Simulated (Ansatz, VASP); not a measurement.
# ZnS in VASP and in Ansatz

INCAR

```
SYSTEM = ZnS
  PREC = Accurate
  ENCUT = 520
  EDIFF = 1E-7
  ISMEAR = -1
  SIGMA = 0.01
  LREAL = .FALSE.
  LASPH = .TRUE.
  NELM = 100
  ALGO = Normal
  ISIF = 2
  LWAVE = .FALSE.
  LCHARG = .FALSE.
  GGA = PS
  NBANDS = 16
```

KPOINTS

```
Automatic mesh
0
G
  8 8 8
  0 0 0
```

POSCAR

```
ZnS
1.0
    0.0000000000      2.6505570000      2.7046500000
    2.6505570000      0.0000000000      2.7046500000
    2.6505570000      2.6505570000      0.0000000000
Zn S
1 1
Direct
    0.0000000000      0.0000000000      0.0000000000
    0.7500000000      0.7500000000      0.7500000000
```

Input for Ansatz:

```yaml
crystal:
  lattice:
    - [0.0, 2.650557, 2.70465]
    - [2.650557, 0.0, 2.70465]
    - [2.650557, 2.650557, 0.0]
  atoms:
    - { symbol: Zn, position: [0.0, 0.0, 0.0] }
    - { symbol: S, position: [0.75, 0.75, 0.75] }
kpoints:
  mp_grid: { grid: [8, 8, 8] }
  band_path:
    path:
      - [0.0, 0.0, 0.0]
      - [0.5, 0.0, 0.5]
      - [0.75, 0.25, 0.5]
      - [0.5, 0.5, 0.5]
      - [0.0, 0.0, 0.0]
      - [0.5, 0.5, 0.0]
      - [0.62995, 0.62995, 0.2599]
      - [0.37005, 0.37005, 0.7401]
      - [0.0, 0.0, 0.0]
    npoints: 5
scf:
  occupations: { method: fermi_dirac, width: 0.01 }
hamiltonian:
  xc: pbesol
  pseudopotentials: { kind: all_electron, lapw: { basis_error: 0.00025 } }
output:
  forces: true
  stress: true
  eigenvalues: true
```

Change from the starting cell: equal xx and yy strain of -2 %.

Alike in both runs: task single point; functional PBEsol; k mesh 8 × 8 × 8; occupations fermi-dirac, width 0.01 eV; no spin polarisation.

|  | VASP | Ansatz |
| --- | --- | --- |
| version | VASP 6.6.1 | Ansatz 0.2.0 |
| potentials or method | VASP PAW PBE potentials, release 64 (Zn, S), cutoff 520 eV | all-electron LAPW, scalar-relativistic |

```csv
,VASP,Ansatz,Ansatz less VASP
gap on the k mesh at the Fermi level (eV),2.11,2.11,-0.004
pressure (GPa),1.1,0.9,-0.21
"traceless stress, the component that is largest in VASP (GPa)",-0.58,-0.59,-0.005
```

VASP's potentials were made for PBE, not for PBEsol. Ansatz ran all-electron here, and VASP with PAW potentials.
